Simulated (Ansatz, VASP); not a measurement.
**Two plane-wave programs on AlAs**

```xyz
8
Lattice="4.0125 0.0000 0.0000 -2.0063 3.4750 0.0000 0.0000 0.0000 25.6477" Properties=species:S:1:pos:R:3 pbc="T T T"
As    0.0000    0.0000    7.5000
As    0.0000    2.3166   10.7762
As    2.0063    1.1583   14.0525
As    0.0000    0.0000   17.3287
Al    0.0000    2.3166    8.3191
Al    2.0063    1.1583   11.5953
Al    0.0000    0.0000   14.8715
Al    0.0000    2.3166   18.1477
```

Alike in both runs: task single point; functional PBEsol; k mesh 9 × 9 × 1; occupations gaussian, width 0.05 eV; no spin polarisation.

```csv
,VASP,Ansatz
version,VASP 6.6.1,Ansatz 0.2.0
potentials or method,"VASP PAW PBE potentials, release 64 (As, Al), cutoff 400 eV","scalar-relativistic, plane waves, PAW"
valence electrons in the cell,32,72
```

|  | VASP | Ansatz | Ansatz less VASP |
| --- | --- | --- | --- |
| gap on the k mesh at the Fermi level (eV) | none | none | - |
| rms of the force components (eV/Å) | 0.258 | 0.261 | +0.0022 |

VASP's potentials were made for PBE, not for PBEsol. A gap of «none» marks a metal or a gap that the smearing closes. VASP's potentials hold 32 valence electrons a cell and Ansatz's 72, so a difference there can come from the potentials and not from the codes.
